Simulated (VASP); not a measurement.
# In3As3H in VASP: a series of runs

In3As3H is run at these levels: PBEsol; tasks: single point.

All numbers are computed with VASP 6.6.1; they aren't measurements. Logs are shortened: lines on timing, memory, paths and dates and some standing lists are left out, and cuts for length are marked.

**1. The cell of the first run**

The cell holds a slab with vacuum, 7 atoms: a = 4.304 Å, b = 4.304 Å, c = 26.908 Å, α = 90.00°, β = 90.00°, γ = 120.00°.

**2. Single point, PBEsol**

INCAR

```
  ALGO = Normal
  DIPOL = 0.5 0.5 0.493
  EDIFF = 1E-6
  ENCUT = 520
  GGA = PS
  IDIPOL = 3
  ISIF = 2
  ISMEAR = 0
  LASPH = T
  LCHARG = T
  LDIPOL = T
  LELF = T
  LREAL = F
  LVACPOTAV = T
  LVHAR = T
  LWAVE = F
  NBANDS = 36
  NELM = 100
  PREC = Accurate
  SIGMA = 0.1
```

KPOINTS

```
k-points
0
Gamma
  9 9 1
```

POSCAR

```
In3As3H
1.0
    4.3044884351      0.0000000000      0.0000000000
   -2.1522442175      3.7277963351      0.0000000000
    0.0000000000      0.0000000000     26.9078502022
As In H
3 3 1
Direct
    0.0000000000      0.0000000000      0.3158929434
    0.3333333333      0.6666666667      0.4465091042
    0.6666666667      0.3333333333      0.5764541401
    0.3333333333      0.6666666667      0.3485469836
    0.6666666667      0.3333333333      0.4796553371
    0.0000000000      0.0000000000      0.6115307556
    0.0000000000      0.0000000000      0.6758561425
```

Potentials or basis: VASP PAW PBE potentials, release 64 (As, In_d, H).

Started as:

```bash
cat potpaw_PBE.64/As/POTCAR potpaw_PBE.64/In_d/POTCAR potpaw_PBE.64/H/POTCAR > POTCAR
mpirun -np 1 vasp_std > vasp.out
```

OUTCAR:

```text
EDIFF = 1E-6
   ENCUT = 520
   GGA = PS
   ISIF = 2
   ISMEAR = 0
   LASPH = T
   LREAL = F
   NELM = 100
   PREC = Accurate

 ion  position               nearest neighbor table
   1  0.000  0.000  0.316-   4 2.64   4 2.64   4 2.64
   2  0.333  0.667  0.447-   4 2.64   5 2.64   5 2.64   5 2.64
   3  0.667  0.333  0.576-   5 2.60   6 2.66   6 2.66   6 2.66
   4  0.333  0.667  0.349-   2 2.64   1 2.64   1 2.64   1 2.64
   5  0.667  0.333  0.480-   3 2.60   2 2.64   2 2.64   2 2.64
   6  0.000  0.000  0.612-   7 1.73   3 2.66   3 2.66   3 2.66
   7  0.000  0.000  0.676-   6 1.73

  LATTYP: Found a hexagonal cell.
 ALAT       =     4.3044884351
 C/A-ratio  =     6.2511145303

  Lattice vectors:

 A1 = (   4.3044884351,   0.0000000000,   0.0000000000)
 A2 = (  -2.1522442175,   3.7277963351,   0.0000000000)
 A3 = (   0.0000000000,   0.0000000000,  26.9078502022)

Analysis of symmetry for initial positions (statically):
=====================================================================
 Subroutine PRICEL returns:
 Original cell was already a primitive cell.

 Routine SETGRP: Setting up the symmetry group for a
 hexagonal supercell.

 Subroutine GETGRP returns: Found  6 space group operations
 (whereof  6 operations were pure point group operations)
 out of a pool of 24 trial point group operations.

The static configuration has the point symmetry C_3v.

Analysis of symmetry for dynamics (positions and initial velocities):
=====================================================================
 Subroutine PRICEL returns:
 Original cell was already a primitive cell.

 Routine SETGRP: Setting up the symmetry group for a
 hexagonal supercell.

 Subroutine GETGRP returns: Found  6 space group operations
 (whereof  6 operations were pure point group operations)
 out of a pool of 24 trial point group operations.

The dynamic configuration has the point symmetry C_3v.

 Subroutine INISYM returns: Found  6 space group operations
 (whereof  6 operations are pure point group operations),
 and found     1 'primitive' translations

----------------------------------------------------------------------------------------

                                     Primitive cell

  volume of cell :     431.7703

  direct lattice vectors                    reciprocal lattice vectors
     4.304488435  0.000000000  0.000000000     0.232315643  0.134127499  0.000000000
    -2.152244217  3.727796335  0.000000000     0.000000000  0.268254998  0.000000000
     0.000000000  0.000000000 26.907850202     0.000000000  0.000000000  0.037163876

  length of vectors
     4.304488435  4.304488435 26.907850202     0.268254998  0.268254998  0.037163876

  position of ions in fractional coordinates (direct lattice)
     0.000000000  0.000000000  0.315892943
     0.333333333  0.666666667  0.446509104
     0.666666667  0.333333333  0.576454140
     0.333333333  0.666666667  0.348546984
     0.666666667  0.333333333  0.479655337
     0.000000000  0.000000000  0.611530756
     0.000000000  0.000000000  0.675856143

  ion indices of the primitive-cell ions
   primitive index   ion index
                 1           1
                 2           2
                 3           3
                 4           4
                 5           5
                 6           6
                 7           7

----------------------------------------------------------------------------------------

 KPOINTS: k-points

Automatic generation of k-mesh.
 Grid dimensions read from file:
 generate k-points for:    9    9    1

 Generating k-lattice:

  Cartesian coordinates                     Fractional coordinates (reciprocal lattice)
     0.025812849  0.014903055  0.000000000     0.111111111  0.000000000  0.000000000
     0.000000000  0.029806111  0.000000000     0.000000000  0.111111111  0.000000000
     0.000000000  0.000000000  0.037163876     0.000000000  0.000000000  1.000000000

  Length of vectors
     0.029806111  0.029806111  0.037163876

  Shift w.r.t. Gamma in fractional coordinates (k-lattice)
     0.000000000  0.000000000  0.000000000

 Subroutine IBZKPT returns following result:
 ===========================================

 Found     12 irreducible k-points:

 Following reciprocal coordinates:
            Coordinates               Weight
  0.000000  0.000000  0.000000      1.000000
  0.111111  0.000000  0.000000      6.000000
  0.222222  0.000000  0.000000      6.000000
  0.333333  0.000000  0.000000      6.000000
  0.444444  0.000000  0.000000      6.000000
  0.111111  0.111111  0.000000      6.000000
  0.222222  0.111111  0.000000     12.000000
  0.333333  0.111111  0.000000     12.000000
  0.444444  0.111111  0.000000      6.000000
  0.222222  0.222222  0.000000      6.000000
  0.333333  0.222222  0.000000     12.000000
  0.333333  0.333333  0.000000      2.000000
   k-points           NKPTS =     12   k-points in BZ     NKDIM =     12   number of bands    NBANDS=     36
   number of dos      NEDOS =    301   number of ions     NIONS =      7
   total plane-waves  NPLWV = 204800
   dimension x,y,z NGX =    32 NGY =   32 NGZ =  200
   dimension x,y,z NGXF=    64 NGYF=   64 NGZF=  400
   ions per type =               3   3   1
   NGX,Y,Z   is equivalent  to a cutoff of  12.36, 12.36, 12.36 a.u.
   NGXF,Y,Z  is equivalent  to a cutoff of  24.72, 24.72, 24.71 a.u.
 SYSTEM =  unknown system
   PREC   = accura    normal or accurate (medium, high low for compatibility)
   ISTART =      0    job   : 0-new  1-cont  2-samecut
   ICHARG =      2    charge: 1-file 2-atom 10-const
   ISPIN  =      1    spin polarized calculation?
   LNONCOLLINEAR =      F non collinear calculations
   LSORBIT =      F    spin-orbit coupling
   LASPH  =      T    aspherical Exc in radial PAW
   ENCUT  =  520.0 eV  38.22 Ry    6.18 a.u.   8.00  8.00 50.03*2*pi/ulx,y,z
   NELM   =    100;   NELMIN=  2; NELMDL= -5     # of ELM steps
   EDIFF  = 0.1E-05   stopping-criterion for ELM
   LREAL  =      F    real-space projection
   EDIFFG = 0.1E-04   stopping-criterion for IOM
   NSW    =      0    number of steps for IOM
   IBRION =     -1    ionic relax: 0-MD 1-quasi-New 2-CG
   NFREE  =      0    steps in history (QN), initial steepest desc. (CG)
   ISIF   =      2    stress and relaxation
   ISYM   =      2    0-nonsym 1-usesym 2-fastsym
   POTIM  = 0.5000    time-step for ionic-motion
   TEBEG  =    0.0;   TEEND  =   0.0 temperature during run
   PSTRESS=    0.0 pullay stress
   NELECT =      55.0000    total number of electrons
   NUPDOWN=      -1.0000    fix difference up-down
   EMIN   =  10.00;   EMAX   =-10.00  energy-range for DOS
   EFERMI =   0.00;   METHOD = LEGACY
   ISMEAR =     0;   SIGMA  =   0.10  broadening in eV -4-tet -1-fermi 0-gaus
   EFERMI_NEDOS =   21; number of points for ismear=-14 and -15
   IALGO  =     38    algorithm
   IMIX   =      4    mixing-type and parameters
     AMIX     =   0.40;   BMIX     =  1.00
     AMIX_MAG =   1.60;   BMIX_MAG =  1.00
  volume/ion in A,a.u.               =      61.68       416.25
  Fermi-wavevector in a.u.,A,eV,Ry     =   0.823717  1.556600  9.231690  0.678510
  Thomas-Fermi vector in A             =   1.935276
   LORBIT       =      0    0 simple, 1 ext, 2 COOP (PROOUT), +10 PAW based schemes
   GGA     = PS    functional components
   LHFCALC =     F    Hartree Fock is set to
   AEXX    =    0.0000 exact exchange contribution
   IVDW    =     0    specifies the selected vdW correction
   LEPSILON=     F    determine dielectric tensor
   LRPA    =     F    only Hartree local field effects (RPA)
 non-spin polarized calculation
 Gauss-broadening in eV      SIGMA  =   0.10
  energy-cutoff  :      520.00
  volume of cell :      431.77
 maximum number of plane-waves:     11665
   NGX = 17   NGY = 17   NGZ =101

 dipolmoment           0.000000      0.000000     -0.162323 electrons x Angstroem

 number of electron      55.0000000 magnetization

 dipolmoment           0.000000      0.000000      0.026842 electrons x Angstroem

 Free energy of the ion-electron system (eV)
  ---------------------------------------------------
  ext. energy  EPLUGINS =         0.00000000
  ---------------------------------------------------
  free energy    TOTEN  =       -26.88535369 eV

  energy without entropy =      -26.86419658  energy(sigma->0) =      -26.87477513

 E-fermi :  -1.9679     XC(G=0):  -4.2488

 val. band max:       -2.0195270628   @ k =   0.2222   0.2222   0.0000
 cond. band min:      -1.9450393258   @ k =   0.0000   0.0000   0.0000
 fundamental gap:      0.0744877370
 Fermi energy:        -1.9678545376

 k-point     1 :       0.0000    0.0000    0.0000
  band No.  band energies     occupation
      1     -16.1109      2.00000
      2     -16.0251      2.00000
      3     -16.0251      2.00000
      4     -15.9170      2.00000
      5     -15.9170      2.00000
      6     -15.8558      2.00000
[... 28 lines left out ...]
     35       3.0510      0.00000
     36       3.0510      0.00000

 k-point     2 :       0.1111    0.0000    0.0000
  band No.  band energies     occupation
      1     -16.1141      2.00000
      2     -16.0323      2.00000
      3     -16.0197      2.00000
      4     -15.9205      2.00000
      5     -15.9167      2.00000
      6     -15.8502      2.00000
[... 28 lines left out ...]
     35       2.7841      0.00000
     36       3.2033      0.00000

 k-point     3 :       0.2222    0.0000    0.0000
  band No.  band energies     occupation
      1     -16.1281      2.00000
      2     -16.0434      2.00000
      3     -16.0068      2.00000
      4     -15.9276      2.00000
      5     -15.9152      2.00000
      6     -15.8438      2.00000
[... 28 lines left out ...]
     35       3.1564      0.00000
     36       3.4223      0.00000
[... 274 lines left out ...]
 k-point    11 :       0.3333    0.2222    0.0000
  band No.  band energies     occupation
      1     -16.1636      2.00000
      2     -16.0522      2.00000
      3     -15.9898      2.00000
      4     -15.9315      2.00000
      5     -15.9164      2.00000
      6     -15.8524      2.00000
[... 28 lines left out ...]
     35       3.3915      0.00000
     36       4.0550      0.00000

 k-point    12 :       0.3333    0.3333    0.0000
  band No.  band energies     occupation
      1     -16.1641      2.00000
      2     -16.0533      2.00000
      3     -15.9906      2.00000
      4     -15.9254      2.00000
      5     -15.9228      2.00000
      6     -15.8513      2.00000
[... 28 lines left out ...]
     35       3.8091      0.00000
     36       4.2375      0.00000

------------------------ aborting loop because EDIFF is reached ----------------------------------------

  FORCE on cell =-STRESS in cart. coord.  units (eV):
  Direction    XX          YY          ZZ          XY          YZ          ZX
  --------------------------------------------------------------------------------------
  -------------------------------------------------------------------------------------
  Total       -1.1769533     -1.1769533      0.3735853     -0.0000000      0.0000000     -0.0000000
  in kB       -4.3673408     -4.3673408      1.3862694     -0.0000000      0.0000000     -0.0000000
  external PRESSURE =      -2.4494707 kB  Pullay stress =       0.0000000 kB

 VOLUME and BASIS-vectors are now :
 -----------------------------------------------------------------------------
  energy-cutoff  :      520.00
  volume of cell :      431.77
      direct lattice vectors                 reciprocal lattice vectors
     4.304488435  0.000000000  0.000000000     0.232315643  0.134127499  0.000000000
    -2.152244217  3.727796335  0.000000000     0.000000000  0.268254998  0.000000000
     0.000000000  0.000000000 26.907850202     0.000000000  0.000000000  0.037163876

 POSITION                                       TOTAL-FORCE (eV/Angst)
 -----------------------------------------------------------------------------------
      0.00000      0.00000      8.50000        -0.000000      0.000000      0.094087
     -0.00000      2.48520     12.01460         0.000000     -0.000000      0.136401
      2.15224      1.24260     15.51114        -0.000000      0.000000     -0.004707
     -0.00000      2.48520      9.37865         0.000000      0.000000     -0.239570
      2.15224      1.24260     12.90649        -0.000000     -0.000000      0.001051
      0.00000      0.00000     16.45498         0.000000     -0.000000      0.023228
      0.00000      0.00000     18.18584        -0.000000      0.000000     -0.010491
 -----------------------------------------------------------------------------------
    total drift:                                0.000000     -0.000000     -0.000518

  FREE ENERGIE OF THE ION-ELECTRON SYSTEM (eV)
  ---------------------------------------------------
  free  energy   TOTEN  =       -26.8853536854 eV

  energy  without entropy=      -26.8641965833  energy(sigma->0) =      -26.87477513

 vacuum level on the upper side and lower side of the slab         3.901         3.596
```

Wall time 5.9 min (1 thread of Intel Xeon Platinum 8259CL at 2.50GHz (Skylake/Cascade Lake), shared host); peak memory 0.54 GiB.

Results:

```
Free energy   : -26.8854 eV
Largest force : 0.240 eV/Å
```

Forces on the atoms (eV/Å):
```
As   0.000  0.000  0.094
As   0.000  0.000  0.136
As   0.000  0.000 -0.005
In   0.000  0.000 -0.240
In   0.000  0.000  0.001
In   0.000  0.000  0.023
H    0.000  0.000 -0.010
```

Caveat: the PAW data sets were made with another functional, which shifts forces and pressure a little; spin-orbit coupling is left out, which moves the levels of the heavy elements.

**3. Single point, PBEsol**

INCAR

```
SYSTEM = In3As3H
  ALGO = Normal
  DIPOL = 0.5 0.5 0.474
  EDIFF = 1E-6
  ENCUT = 520
  GGA = PS
  IDIPOL = 3
  ISIF = 2
  ISMEAR = 0
  LASPH = .True.
  LCHARG = .True.
  LDIPOL = .True.
  LELF = .True.
  LREAL = .False.
  LVACPOTAV = .True.
  LVHAR = .True.
  LWAVE = .False.
  NBANDS = 36
  NELM = 80
  PREC = Accurate
  SIGMA = 0.1
```

KPOINTS

```
k-points
0
Gamma
  9 9 1
  0 0 0
```

POSCAR

```
In3As3H
1.0
    4.3044884351      0.0000000000      0.0000000000
   -2.1522442175      3.7277963351      0.0000000000
    0.0000000000      0.0000000000     26.9078502022
As In H
3 3 1
Direct
    0.0000000000      0.0000000000      0.3158929434
    0.3333333333      0.6666666667      0.4465091042
    0.6666666667      0.3333333333      0.5850950881
    0.3333333333      0.6666666667      0.3485469836
    0.6666666667      0.3333333333      0.4793120870
    0.0000000000      0.0000000000      0.5574508920
    0.3333333333      0.6666666667      0.5818123832
```

Potentials or basis: VASP PAW PBE potentials, release 64 (As, In_d, H).

Started as:

```bash
cat potpaw_PBE.64/As/POTCAR potpaw_PBE.64/In_d/POTCAR potpaw_PBE.64/H/POTCAR > POTCAR
mpirun -np 1 vasp_std > vasp.out
```

It took 7.8 min on 1 thread of Intel Xeon Platinum 8259CL at 2.50GHz (Skylake/Cascade Lake), shared host; peak memory 0.55 GiB.

It converged, with:

```
Free energy   : -25.4978 eV
Largest force : 0.400 eV/Å
```

Forces on the atoms (eV/Å):
```
As   0.000  0.000 -0.064
As   0.000  0.000  0.400
As   0.000  0.000  0.039
In   0.000  0.000 -0.356
In   0.000  0.000  0.000
In   0.000  0.000 -0.006
H    0.000  0.000 -0.014
```

Levels at points of the mesh, in eV from the Fermi level:
```
           k point  band 23  band 24  band 25  band 26  band 27  band 28  band 29  band 30  band 31  band 32
(0.00, 0.00, 0.00)    -1.17    -0.67    -0.67    -0.47     0.31     0.31     0.87     1.41     1.63     3.22
```

Caveat: the PAW data sets were made with another functional, which shifts forces and pressure a little; spin-orbit coupling is left out, which moves the levels of the heavy elements.
